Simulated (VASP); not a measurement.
# Si2Ge in VASP: a series of runs, part 2 of 2

VASP 6.6.1. Earlier steps stand in the parts before.

### Step 4. Single point, PBE

This run uses another cell than the first one, of 21.33 Å³/atom.

INCAR

```
PREC     = Accurate       # precision mode
ENCUT    = 520            # plane-wave cutoff, eV
EDIFF    = 1E-6           # SCF threshold, eV
ISMEAR   = 0              # smearing method
SIGMA    = 0.1            # smearing width, eV
LREAL    = F              # projectors in reciprocal space
LASPH    = T              # aspherical terms in the spheres
NELM     = 100            # most SCF steps
ALGO     = Normal         # electronic algorithm
ISIF     = 2              # what is computed and relaxed
LWAVE    = F              # write WAVECAR
LCHARG   = F              # write CHGCAR
GGA      = PE             # functional
NBANDS   = 31             # bands
```

KPOINTS

```
regular mesh
0
Gamma
  6 6 2
```

POSCAR

```
Si2Ge
1.0
    3.9256508878      0.0000000031      0.0000000000
   -1.9628254466      3.3997133937      0.0000000000
    0.0000000000      0.0000000000      9.5883779382
Si Ge
4 2
Direct
    0.0000000000      0.0000000000      0.3773342520
    0.3333333333      0.6666666667      0.0393471258
    0.0000000000      0.0000000000      0.6226657480
    0.6666666667      0.3333333333      0.9606528742
    0.6666666667      0.3333333333      0.7078812590
    0.3333333333      0.6666666667      0.2921187410
```

Run with:

```sh
$ cat potpaw_PBE.64/Si/POTCAR potpaw_PBE.64/Ge_d/POTCAR > POTCAR
$ mpirun -np 1 vasp_std > vasp.out
```

Run time: 43 s. Hardware: 1 thread of Intel Xeon Platinum 8488C (Sapphire Rapids), shared host; peak memory 0.25 GiB.

It converged, with:

- Free energy: -30.5835 eV
- Pressure: 0.2 GPa
- Band gap on the k mesh: 0.72 eV (least direct gap 1.09 eV)

Forces on the atoms (eV/Å):
```
Si   0.000  0.000 -0.002
Si   0.000  0.000 -0.002
Si   0.000  0.000  0.002
Si   0.000  0.000  0.002
Ge   0.000  0.000 -0.002
Ge   0.000  0.000  0.002
```

Levels at points of the mesh, in eV from the valence-band top:
```
           k point  band 20  band 21  band 22  band 23  band 24  band 25
(0.00, 0.00, 0.00)    -0.02     0.00     0.00     1.09     1.27     2.02
(0.50, 0.00, 0.00)    -2.81    -1.91    -1.74     0.72     0.75     1.83
(0.00, 0.00, 0.50)    -0.58    -0.38    -0.38     1.00     1.82     1.83
(0.50, 0.00, 0.50)    -2.54    -1.26    -1.26     0.89     1.01     1.23
```

A k mesh can miss the band edges.

### Step 5. Relaxation of cell and atoms, PBE

This run uses another cell than the first one, of 16.56 Å³/atom.

INCAR

```
ALGO = Normal ; EDIFF = 1E-7
EDIFFG = -0.04 ; ENCUT = 600
GGA = PE ; IBRION = 2
ISIF = 3 ; ISMEAR = 0
LASPH = T ; LCHARG = F
LREAL = F ; LWAVE = F
NELM = 80 ; NSW = 90
PREC = Accurate ; SIGMA = 0.1
```

KPOINTS

```
k-points
0
Gamma
  6 6 2
```

POSCAR

```
Si2Ge
1.0
    3.6046080900      0.0000000000      0.0000000000
   -1.8023040500      3.1216821800      0.0000000000
    0.0000000000      0.0000000000      8.8294505500
Si Ge
4 2
Direct
    0.0000000000      0.0000000000      0.3750000000
    0.3333333300      0.6666666700      0.0416666700
    0.0000000000      0.0000000000      0.6250000000
    0.6666666700      0.3333333300      0.9583333300
    0.6666666700      0.3333333300      0.7083333300
    0.3333333300      0.6666666700      0.2916666700
```

Run with:

```sh
$ cat potpaw_PBE.64/Si/POTCAR potpaw_PBE.64/Ge_d/POTCAR > POTCAR
$ mpirun -np 1 vasp_std > vasp.out
```

It took 3.4 min on 1 thread of Intel Xeon Platinum 8488C (Sapphire Rapids), shared host; peak memory 0.26 GiB.

It converged, with:

```yaml
Free_energy: -30.5811 eV
Relaxed_volume: 21.34 Å³/atom
Relaxed_cell: a = 3.926 Å, b = 3.926 Å, c = 9.592 Å, α = 90.00°, β = 90.00°, γ = 120.00°
Space_group_after_relaxing_to_0.1_Å: P-3m1 (No. 164)
Energy_gained_by_relaxing: 431.1 meV/atom
Ionic_steps: 8
Pressure_after_relaxing: 0.2 GPa
Largest_force_after_relaxing: 0.004 eV/Å
Band_gap_on_the_k_mesh: 0.73 eV (least direct gap 1.09 eV)
```

Forces on the atoms (eV/Å):
```
Si   0.000  0.000  0.000
Si   0.000  0.000 -0.004
Si   0.000  0.000  0.000
Si   0.000  0.000  0.004
Ge   0.000  0.000 -0.004
Ge   0.000  0.000  0.004
```

The path:
```tsv
step	energy change (eV)	largest force (eV/Å)	pressure (GPa)	volume (Å³)
1	0.0000	0.6684	35.40	99.35
2	-1.1879	0.1449	-10.57	161.78
3	-2.5856	0.0703	-0.41	129.03
4	-2.5865	0.0767	-0.02	128.39
5	-2.5857	0.0828	0.37	127.76
6	-2.5862	0.0194	0.38	127.73
7	-2.5862	0.0044	0.40	127.73
8	-2.5867	0.0040	0.20	128.03
```

Final structure:
```
CELL_PARAMETERS angstrom
3.92589 0.00000 0.00000
-1.96295 3.39992 0.00000
0.00000 0.00000 9.59178
ATOMIC_POSITIONS crystal
Si 0.00000 0.00000 0.37733
Si 0.33333 0.66667 0.03937
Si 0.00000 0.00000 0.62267
Si 0.66667 0.33333 0.96063
Ge 0.66667 0.33333 0.70791
Ge 0.33333 0.66667 0.29209
```

Levels at points of the mesh, in eV from the valence-band top:
| k point | band 18 | band 19 | band 20 | band 21 | band 22 | band 23 | band 24 | band 25 | band 26 |
| --- | --- | --- | --- | --- | --- | --- | --- | --- | --- |
| (0.00, 0.00, 0.00) | -0.96 | -0.96 | -0.02 | 0.00 | 0.00 | 1.09 | 1.27 | 2.01 | 2.47 |
| (0.50, 0.00, 0.00) | -2.91 | -2.86 | -2.81 | -1.91 | -1.74 | 0.73 | 0.75 | 1.83 | 2.06 |
| (0.00, 0.00, 0.50) | -1.33 | -0.58 | -0.58 | -0.38 | -0.38 | 1.00 | 1.82 | 1.83 | 2.98 |
| (0.50, 0.00, 0.50) | -3.60 | -2.68 | -2.54 | -1.26 | -1.26 | 0.89 | 1.00 | 1.23 | 2.68 |

Caveat: the volume moved by over 15 % at a fixed basis, so the end points are rough.

### Step 6. Single point, PBE

This run uses another cell than the first one: it holds 12 atoms, not 6.

INCAR

```
SYSTEM = Si2Ge
ALGO = Normal
EDIFF = 1E-6
ENCUT = 520
GGA = PE
ISIF = 2
ISMEAR = 0
LASPH = .True.
LCHARG = .False.
LREAL = .False.
LWAVE = .False.
NBANDS = 56
NELM = 60
PREC = Accurate
SIGMA = 0.1
```

KPOINTS

```
k-points
0
Gamma
  4 2 2
  0 0 0
```

POSCAR

```
Si2Ge
1.0
    3.9510289739     -0.0003149558     -0.0005527285
   -0.0017063134      6.7665038459     -0.0166259301
   -0.0018008776     -0.0233972929      9.5992832138
Si Ge
8 4
Direct
   -0.0001015283     -0.0000384900      0.3774816916
    0.5001963682      0.4998202933      0.3776318743
    0.9999217905      0.3332024414      0.0393885697
    0.5001577377      0.8330589717      0.0395340288
    0.0001697751      0.0001736515      0.6224219659
    0.4997538511      0.5000574741      0.6225549614
    0.4998306345      0.1667943893      0.9605833237
    1.0000619413      0.6669418166      0.9604491883
    0.5002448499      0.1663334839      0.7078527249
    0.9998713074      0.6663966659      0.7077407184
    1.0001118522      0.3336965516      0.2921120110
    0.4997814206      0.8335627505      0.2922489418
```

Potentials or basis: VASP PAW PBE potentials, release 64 (Si, Ge_d).

Run with:

```sh
$ cat potpaw_PBE.64/Si/POTCAR potpaw_PBE.64/Ge_d/POTCAR > POTCAR
$ mpirun -np 1 vasp_std > vasp.out
```

It took 2.5 min on 1 thread of Intel Xeon Platinum 8488C (Sapphire Rapids), shared host; peak memory 0.37 GiB.

It converged, with:

| Item | Value |
| --- | --- |
| Free energy | -60.9622 eV |
| Pressure | 0.0 GPa |
| Largest force | 0.016 eV/Å |
| Band gap on the k mesh | 0.60 eV |

Forces in eV/Å, atoms in the order of the input:
```
Si   0.000  0.010 -0.006
Si  -0.002  0.012 -0.011
Si   0.000  0.005  0.001
Si  -0.002  0.008 -0.003
Si  -0.002 -0.012  0.005
Si   0.003 -0.011  0.003
Si   0.002 -0.005 -0.001
Si   0.000 -0.008  0.003
Ge  -0.001  0.007  0.010
Ge  -0.001  0.012  0.010
Ge  -0.001 -0.009 -0.005
Ge   0.002 -0.009 -0.007
```

Stress tensor (GPa, compression positive):
```
-0.02  0.02  0.02
 0.02 -0.07  0.00
 0.02  0.00  0.02
```

Levels at points of the mesh, in eV from the valence-band top:
```csv
k point,band 42,band 43,band 44,band 45,band 46,band 47
"(0.00, 0.00, 0.00)",-0.08,-0.07,0.00,0.60,0.69,1.04
"(0.50, 0.00, 0.00)",-2.61,-1.44,-1.44,1.76,1.76,1.87
"(0.00, 0.50, 0.00)",-1.20,-1.07,-1.07,1.27,1.27,2.03
"(0.50, 0.50, 0.00)",-1.92,-1.75,-1.74,0.71,0.71,0.72
"(0.00, 0.00, 0.50)",-0.58,-0.46,-0.38,0.78,0.89,0.94
"(0.50, 0.00, 0.50)",-2.23,-2.16,-2.16,2.00,2.00,2.31
"(0.00, 0.50, 0.50)",-1.76,-0.83,-0.83,0.94,0.94,1.55
"(0.50, 0.50, 0.50)",-1.33,-1.25,-1.25,0.88,0.88,0.98
```

Caveat: the k points lie up to 0.46 Å⁻¹ apart.

### Step 7. Summary

| task | cell | k mesh | cutoff (eV) | smearing | gap on the mesh (eV) | pressure (GPa) | relaxed volume (Å³/atom) | largest force (eV/Å) |
| --- | --- | --- | --- | --- | --- | --- | --- | --- |
| relaxation of cell and atoms | relaxed from a = 3.928, b = 3.928, c = 9.619 Å, angles 90.0, 90.0, 120.0°, 6 atoms, atomic positions A | 12 × 12 × 4 | 500 | gaussian 0.01 eV | 0.59 | 0.0 | 21.39 | - |
| single point | a = 3.605, b = 3.605, c = 8.829 Å, angles 90.0, 90.0, 120.0°, 6 atoms, atomic positions B | 6 × 6 × 2 | 520 | gaussian 0.1 eV | 0.23 | 35.3 | - | 0.67 |
| single point | a = 3.926, b = 3.926, c = 9.588 Å, angles 90.0, 90.0, 120.0°, 6 atoms, atomic positions A | 6 × 6 × 2 | 520 | gaussian 0.1 eV | 0.72 | 0.2 | - | - |
| relaxation of cell and atoms | relaxed from a = 3.605, b = 3.605, c = 8.829 Å, angles 90.0, 90.0, 120.0°, 6 atoms, atomic positions B | 6 × 6 × 2 | 600 | gaussian 0.1 eV | 0.73 | 0.2 | 21.34 | - |
| single point | a = 3.951, b = 6.767, c = 9.599 Å, angles 90.3, 90.0, 90.0°, 12 atoms, atomic positions C | 4 × 2 × 2 | 520 | gaussian 0.1 eV | 0.60 | 0.0 | - | 0.02 |

Alike in all rows: level PBE; potentials or basis VASP PAW PBE potentials, release 64 (Si, Ge_d); no spin polarisation.

Caveats: some runs use coarse meshes; the cell stands under pressure (at least some runs); the volume moved by over 15 % at a fixed basis, so the end points are rough (at least some runs).

Absolute energies hang on the potentials; compare differences alone.
